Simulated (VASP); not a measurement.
# KCl in VASP: a series of runs

Runs on KCl. Level: PBE. Tasks: single point, molecular dynamics.

Program: VASP 6.6.1. These are calculated values, not measurements. Logs are shortened: lines on timing, memory, paths and dates and some standing lists are left out, and cuts for length are marked.

**1. The cell of the first run**

The cell holds a disordered packing, 8 atoms: a = 6.148 Å, b = 7.411 Å, c = 6.810 Å, α = 87.25°, β = 100.69°, γ = 101.04°.

**2. Single point, PBE**

Contents of INCAR:

```
SYSTEM = KCl
PREC = Accurate ; ENCUT = 520
EDIFF = 1E-6 ; ISMEAR = -1
SIGMA = 0.05 ; LREAL = .False.
LASPH = .True. ; NELM = 60
ALGO = Normal ; ISIF = 2
LWAVE = .False. ; LCHARG = .False.
GGA = PE ; NBANDS = 42
```

Contents of KPOINTS:

```
Automatic mesh
0
Gamma
  3 2 2
  0 0 0
```

Contents of POSCAR:

```
KCl
1.0
    6.1033330000     -0.4708870000     -0.5757990000
   -0.8151650000      7.3492270000      0.4969510000
   -0.6488270000     -0.2005430000      6.7755570000
K Cl
4 4
Direct
    0.5843741933      0.6992977166      0.4586619781
    0.7553903216      0.2310491837      0.6703720253
    0.1393233858      0.0317660020      0.3911080845
    0.1078873318      0.7515952826      0.9038590319
    0.8837133568      0.3742249562      0.1369283442
    0.2711750221      0.1801906806      0.8262438597
    0.5942439017      0.5555058682      0.8929506235
    0.3166944640      0.3854862936      0.1640943404
```

Potentials or basis: VASP PAW PBE potentials, release 64 (K_sv, Cl).

Launch:

```sh
> cat potpaw_PBE.64/K_sv/POTCAR potpaw_PBE.64/Cl/POTCAR > POTCAR
> mpirun -np 1 vasp_std > vasp.out
```

OUTCAR:

```text
SYSTEM = KCl
   PREC = Accurate
   ENCUT = 520
   EDIFF = 1E-6
   ISMEAR = -1
   LREAL = .False.
   LASPH = .True.
   NELM = 60
   ISIF = 2
   GGA = PE

 ion  position               nearest neighbor table
   1  0.584  0.699  0.459-   7 3.09   8 3.15
   2  0.755  0.231  0.670-
   3  0.139  0.032  0.391-   8 3.10   6 3.12
   4  0.108  0.752  0.904-   6 3.19   7 3.20
   5  0.884  0.374  0.137-   8 2.62
   6  0.271  0.180  0.826-   3 3.12   4 3.19
   7  0.594  0.556  0.893-   1 3.09   4 3.20
   8  0.317  0.385  0.164-   5 2.62   3 3.10   1 3.15

  LATTYP: Found a triclinic cell.
 ALAT       =     7.4109777878
 B/A-ratio  =     1.3251656671
 C/A-ratio  =     0.8296465171
 COS(alpha) =     0.0158172095
 COS(beta)  =     0.1914137358
 COS(gamma) =     0.7213424172

  Lattice vectors:

 A1 = (  -0.8151650000,   7.3492270000,   0.4969510000)
 A2 = (  -0.1663380000,   7.5497700000,  -6.2786060000)
 A3 = (  -6.1033330000,   0.4708870000,   0.5757990000)

Analysis of symmetry for initial positions (statically):
=====================================================================
 Subroutine PRICEL returns:
 Original cell was already a primitive cell.

 Routine SETGRP: Setting up the symmetry group for a
 triclinic supercell.

 Subroutine GETGRP returns: Found  1 space group operations
 (whereof  1 operations were pure point group operations)
 out of a pool of  2 trial point group operations.

The static configuration has the point symmetry C_1 .

Analysis of symmetry for dynamics (positions and initial velocities):
=====================================================================
 Subroutine PRICEL returns:
 Original cell was already a primitive cell.

 Routine SETGRP: Setting up the symmetry group for a
 triclinic supercell.

 Subroutine GETGRP returns: Found  1 space group operations
 (whereof  1 operations were pure point group operations)
 out of a pool of  2 trial point group operations.

The dynamic configuration has the point symmetry C_1 .

 Subroutine INISYM returns: Found  1 space group operations
 (whereof  1 operations are pure point group operations),
 and found     1 'primitive' translations

----------------------------------------------------------------------------------------

                                     Primitive cell

  volume of cell :     299.2356

  direct lattice vectors                    reciprocal lattice vectors
     6.103333000 -0.470887000 -0.575799000     0.166740717  0.017380154  0.016481501
    -0.815165000  7.349227000  0.496951000     0.011048129  0.136948545  0.005111373
    -0.648827000 -0.200543000  6.775557000     0.013359604 -0.008567449  0.148615078

  length of vectors
     6.148491910  7.410977788  6.809505608     0.168452297  0.137488514  0.149460100

  position of ions in fractional coordinates (direct lattice)
     0.584374193  0.699297717  0.458661978
     0.755390322  0.231049184  0.670372025
     0.139323386  0.031766002  0.391108084
     0.107887332  0.751595283  0.903859032
     0.883713357  0.374224956  0.136928344
     0.271175022  0.180190681  0.826243860
     0.594243902  0.555505868  0.892950623
     0.316694464  0.385486294  0.164094340

  ion indices of the primitive-cell ions
   primitive index   ion index
                 1           1
                 2           2
                 3           3
                 4           4
                 5           5
                 6           6
                 7           7
                 8           8

----------------------------------------------------------------------------------------

 KPOINTS: Automatic mesh

Automatic generation of k-mesh.
 Grid dimensions read from file:
 generate k-points for:    3    2    2

 Generating k-lattice:

  Cartesian coordinates                     Fractional coordinates (reciprocal lattice)
     0.055580239  0.005793385  0.005493834     0.333333333 -0.000000000  0.000000000
     0.005524065  0.068474273  0.002555686     0.000000000  0.500000000  0.000000000
     0.006679802 -0.004283725  0.074307539     0.000000000  0.000000000  0.500000000

  Length of vectors
     0.056150766  0.068744257  0.074730050

  Shift w.r.t. Gamma in fractional coordinates (k-lattice)
     0.000000000  0.000000000  0.000000000

 Subroutine IBZKPT returns following result:
 ===========================================

 Found      8 irreducible k-points:

 Following reciprocal coordinates:
            Coordinates               Weight
  0.000000  0.000000  0.000000      1.000000
  0.333333 -0.000000  0.000000      2.000000
  0.000000  0.500000  0.000000      1.000000
  0.333333  0.500000  0.000000      2.000000
 -0.000000  0.000000  0.500000      1.000000
  0.333333  0.000000  0.500000      2.000000
 -0.000000  0.500000  0.500000      1.000000
  0.333333  0.500000  0.500000      2.000000
   k-points           NKPTS =      8   k-points in BZ     NKDIM =      8   number of bands    NBANDS=     42
   number of dos      NEDOS =    301   number of ions     NIONS =      8
   total plane-waves  NPLWV = 145152
   dimension x,y,z NGX =    48 NGY =   56 NGZ =   54
   dimension x,y,z NGXF=    96 NGYF=  112 NGZF=  108
   ions per type =               4   4
   NGX,Y,Z   is equivalent  to a cutoff of  12.98, 12.56, 13.18 a.u.
   NGXF,Y,Z  is equivalent  to a cutoff of  25.96, 25.12, 26.37 a.u.
 SYSTEM =  KCl
   PREC   = accura    normal or accurate (medium, high low for compatibility)
   ISTART =      0    job   : 0-new  1-cont  2-samecut
   ICHARG =      2    charge: 1-file 2-atom 10-const
   ISPIN  =      1    spin polarized calculation?
   LNONCOLLINEAR =      F non collinear calculations
   LSORBIT =      F    spin-orbit coupling
   LASPH  =      T    aspherical Exc in radial PAW
   ENCUT  =  520.0 eV  38.22 Ry    6.18 a.u.  11.43 13.78 12.66*2*pi/ulx,y,z
   NELM   =     60;   NELMIN=  2; NELMDL= -5     # of ELM steps
   EDIFF  = 0.1E-05   stopping-criterion for ELM
   LREAL  =      F    real-space projection
[... 7 lines left out ...]
   TEBEG  =    0.0;   TEEND  =   0.0 temperature during run
   PSTRESS=    0.0 pullay stress
   NELECT =      64.0000    total number of electrons
   NUPDOWN=      -1.0000    fix difference up-down
   EMIN   =  10.00;   EMAX   =-10.00  energy-range for DOS
   EFERMI =   0.00;   METHOD = LEGACY
   ISMEAR =    -1;   SIGMA  =   0.05  broadening in eV -4-tet -1-fermi 0-gaus
   EFERMI_NEDOS =   21; number of points for ismear=-14 and -15
   IALGO  =     38    algorithm
   IMIX   =      4    mixing-type and parameters
     AMIX     =   0.40;   BMIX     =  1.00
     AMIX_MAG =   1.60;   BMIX_MAG =  1.00
  volume/ion in A,a.u.               =      37.40       252.42
  Fermi-wavevector in a.u.,A,eV,Ry     =   0.979032  1.850103 13.041243  0.958504
  Thomas-Fermi vector in A             =   2.109854
   LORBIT       =      0    0 simple, 1 ext, 2 COOP (PROOUT), +10 PAW based schemes
   GGA     = PE    functional components
   LHFCALC =     F    Hartree Fock is set to
   AEXX    =    0.0000 exact exchange contribution
   IVDW    =     0    specifies the selected vdW correction
   LEPSILON=     F    determine dielectric tensor
   LRPA    =     F    only Hartree local field effects (RPA)
 non-spin polarized calculation
  energy-cutoff  :      520.00
  volume of cell :      299.24
 maximum number of plane-waves:      8079
 NGX is ok and might be reduce to    48
   NGX = 23   NGY = 27   NGZ = 25

 number of electron      64.0000001 magnetization

 Free energy of the ion-electron system (eV)
  ---------------------------------------------------
  ext. energy  EPLUGINS =         0.00000000
  ---------------------------------------------------
  free energy    TOTEN  =       -19.09582529 eV

  energy without entropy =      -19.06006247  energy(sigma->0) =      -19.07794388

 E-fermi :   1.1547     XC(G=0):  -6.8603

 val. band max:        1.1286634429   @ k =  -0.0000   0.5000   0.5000
 cond. band min:       1.1547148407   @ k =  -0.0000   0.0000   0.5000
 fundamental gap:      0.0260513978
 Fermi energy:         1.1547063901

 k-point     1 :       0.0000    0.0000    0.0000
  band No.  band energies     occupation
      1     -30.9491      2.00000
      2     -30.8686      2.00000
      3     -30.3967      2.00000
      4     -30.3892      2.00000
      5     -14.5818      2.00000
      6     -14.5530      2.00000
[... 34 lines left out ...]
     41       5.6196      0.00000
     42       5.7212      0.00000

 k-point     2 :       0.3333   -0.0000    0.0000
  band No.  band energies     occupation
      1     -30.9485      2.00000
      2     -30.8691      2.00000
      3     -30.3967      2.00000
      4     -30.3892      2.00000
      5     -14.5757      2.00000
      6     -14.5392      2.00000
[... 34 lines left out ...]
     41       5.4045      0.00000
     42       5.6298      0.00000

 k-point     3 :       0.0000    0.5000    0.0000
  band No.  band energies     occupation
      1     -30.9491      2.00000
      2     -30.8686      2.00000
      3     -30.3964      2.00000
      4     -30.3895      2.00000
      5     -14.5773      2.00000
      6     -14.5367      2.00000
[... 34 lines left out ...]
     41       5.4312      0.00000
     42       5.8469      0.00000

 k-point     4 :       0.3333    0.5000    0.0000
  band No.  band energies     occupation
      1     -30.9485      2.00000
      2     -30.8691      2.00000
      3     -30.3964      2.00000
      4     -30.3895      2.00000
      5     -14.5791      2.00000
      6     -14.5447      2.00000
[... 34 lines left out ...]
     41       5.5211      0.00000
     42       5.5791      0.00000

 k-point     5 :      -0.0000    0.0000    0.5000
  band No.  band energies     occupation
      1     -30.9490      2.00000
      2     -30.8686      2.00000
      3     -30.3967      2.00000
      4     -30.3892      2.00000
      5     -14.5848      2.00000
      6     -14.5363      2.00000
[... 34 lines left out ...]
     41       5.5267      0.00000
     42       5.6105      0.00000

 k-point     6 :       0.3333    0.0000    0.5000
  band No.  band energies     occupation
      1     -30.9484      2.00000
      2     -30.8691      2.00000
      3     -30.3967      2.00000
      4     -30.3892      2.00000
      5     -14.5860      2.00000
      6     -14.5244      2.00000
[... 34 lines left out ...]
     41       5.6007      0.00000
     42       5.7786      0.00000

 k-point     7 :      -0.0000    0.5000    0.5000
  band No.  band energies     occupation
      1     -30.9490      2.00000
      2     -30.8686      2.00000
      3     -30.3964      2.00000
      4     -30.3896      2.00000
      5     -14.5800      2.00000
      6     -14.5663      2.00000
[... 34 lines left out ...]
     41       5.4626      0.00000
     42       5.5775      0.00000

 k-point     8 :       0.3333    0.5000    0.5000
  band No.  band energies     occupation
      1     -30.9484      2.00000
      2     -30.8691      2.00000
      3     -30.3964      2.00000
      4     -30.3895      2.00000
      5     -14.5874      2.00000
      6     -14.5377      2.00000
[... 34 lines left out ...]
     41       5.5365      0.00000
     42       5.7624      0.00000

------------------------ aborting loop because EDIFF is reached ----------------------------------------

  FORCE on cell =-STRESS in cart. coord.  units (eV):
  Direction    XX          YY          ZZ          XY          YZ          ZX
  --------------------------------------------------------------------------------------
  -------------------------------------------------------------------------------------
  Total        8.1577734      0.5685546      2.1706074     -0.6223421      0.4959110      0.6523761
  in kB       43.6786183      3.0441736     11.6219374     -3.3321643      2.6552232      3.4929735
  external PRESSURE =      19.4482431 kB  Pullay stress =       0.0000000 kB

 VOLUME and BASIS-vectors are now :
 -----------------------------------------------------------------------------
  energy-cutoff  :      520.00
  volume of cell :      299.24
      direct lattice vectors                 reciprocal lattice vectors
     6.103333000 -0.470887000 -0.575799000     0.166740717  0.017380154  0.016481501
    -0.815165000  7.349227000  0.496951000     0.011048129  0.136948545  0.005111373
    -0.648827000 -0.200543000  6.775557000     0.013359604 -0.008567449  0.148615078

 POSITION                                       TOTAL-FORCE (eV/Angst)
 -----------------------------------------------------------------------------------
      2.69899      4.77214      3.11872        -0.273793     -0.776139     -0.308681
      3.98710      1.20789      4.22201        -0.068360      0.435151      0.571288
      0.57068      0.08942      2.58554         0.046175      0.944878     -0.354146
     -0.54065      5.29158      6.43553         0.218173     -0.547226      0.280094
      4.99970      2.30667      0.60490        -0.726479     -0.961508      1.200156
      0.97210      1.03087      5.53167        -0.485865     -1.809917     -1.749958
      2.59467      3.62364      5.98413         0.100611      2.427814     -1.996417
      1.51219      2.65099      1.12105         1.189538      0.286946      2.357662
 -----------------------------------------------------------------------------------
    total drift:                                0.000156     -0.000062      0.000199

  FREE ENERGIE OF THE ION-ELECTRON SYSTEM (eV)
  ---------------------------------------------------
  free  energy   TOTEN  =       -19.0958252879 eV

  energy  without entropy=      -19.0600624745  energy(sigma->0) =      -19.07794388
```

Wall time 2.6 min (1 thread of AMD EPYC 7R13 (Zen 3), shared host); peak memory 0.35 GiB.

What came out:

```yaml
Free_energy: -19.0958 eV
Pressure: 1.9 GPa
Largest_force: 3.145 eV/Å
Band_gap_on_the_k_mesh: zero (filled and empty bands touch)
```

Forces on the atoms (eV/Å):
```
K   -0.274 -0.776 -0.309
K   -0.068  0.435  0.571
K    0.046  0.945 -0.354
K    0.218 -0.547  0.280
Cl  -0.726 -0.962  1.200
Cl  -0.486 -1.810 -1.750
Cl   0.101  2.428 -1.996
Cl   1.190  0.287  2.358
```

Caveat: the k points lie up to 0.47 Å⁻¹ apart.

**3. Single point, PBE**

Contents of INCAR:

```
PREC = Accurate
ENCUT = 520
EDIFF = 1E-6
ISMEAR = -1
SIGMA = 0.05
LREAL = False
LASPH = True
NELM = 80
ALGO = Normal
ISIF = 2
LWAVE = False
LCHARG = True
GGA = PE
LELF = True
LVHAR = True
NBANDS = 42
```

Contents of KPOINTS:

```
regular mesh
0
Gamma
  3 2 2
```

Contents of POSCAR:

```
KCl
1.0
    6.1033330000     -0.4708870000     -0.5757990000
   -0.8151650000      7.3492270000      0.4969510000
   -0.6488270000     -0.2005430000      6.7755570000
K Cl
4 4
Direct
    0.5811787818      0.6916999042      0.4543169222
    0.7570203032      0.2292423502      0.6722849971
    0.1367180826      0.0445624315      0.3924378159
    0.1123682662      0.7520195524      0.9093393601
    0.8751010409      0.3700841376      0.1466699523
    0.2573654310      0.1532178363      0.8071367418
    0.6013829248      0.5854620166      0.8586281175
    0.3316352922      0.3824351463      0.2029537559
```

Potentials or basis: VASP PAW PBE potentials, release 64 (K_sv, Cl).

Launch:

```sh
> cat potpaw_PBE.64/K_sv/POTCAR potpaw_PBE.64/Cl/POTCAR > POTCAR
> mpirun -np 1 vasp_std > vasp.out
```

It took 2.3 min on 1 thread of AMD EPYC 7R13 (Zen 3), shared host; peak memory 0.35 GiB.

The run converged. Its results:

```yaml
Free_energy: -21.0104 eV
Pressure: 1.3 GPa
Largest_force: 1.793 eV/Å
Band_gap_on_the_k_mesh: zero (filled and empty bands touch)
```

Forces on the atoms (eV/Å):
```
K   -0.143 -0.470 -0.648
K   -0.143  0.486  0.556
K   -0.051  0.745 -0.606
K    0.199 -0.704  0.273
Cl  -0.920 -0.652  0.738
Cl  -0.269 -0.808 -0.604
Cl  -0.108  1.289 -0.778
Cl   1.436  0.114  1.069
```

Stress tensor (GPa, compression positive):
```
 3.65 -0.21  0.63
-0.21 -0.58 -0.02
 0.63 -0.02  0.87
```

Levels at points of the mesh, in eV from the Fermi level:
```csv
k point,band 28,band 29,band 30,band 31,band 32,band 33,band 34,band 35,band 36,band 37
"(0.00, 0.00, 0.00)",-2.64,-2.33,-1.87,-1.76,-0.39,-0.05,1.99,2.43,2.74,3.10
"(0.00, 0.50, 0.00)",-2.71,-2.32,-1.85,-1.79,-0.06,0.20,1.41,2.48,2.83,3.13
"(0.00, 0.00, 0.50)",-2.62,-2.32,-1.99,-1.76,-0.06,0.27,1.39,2.05,2.64,3.46
"(0.00, 0.50, 0.50)",-2.57,-2.28,-1.94,-1.78,-0.04,0.28,1.74,1.88,2.64,3.18
```

Caveat: the k points lie up to 0.47 Å⁻¹ apart.

[end of part 1 of 2]

The gap in the log of VASP goes by the Fermi energy; the results here count the filled bands.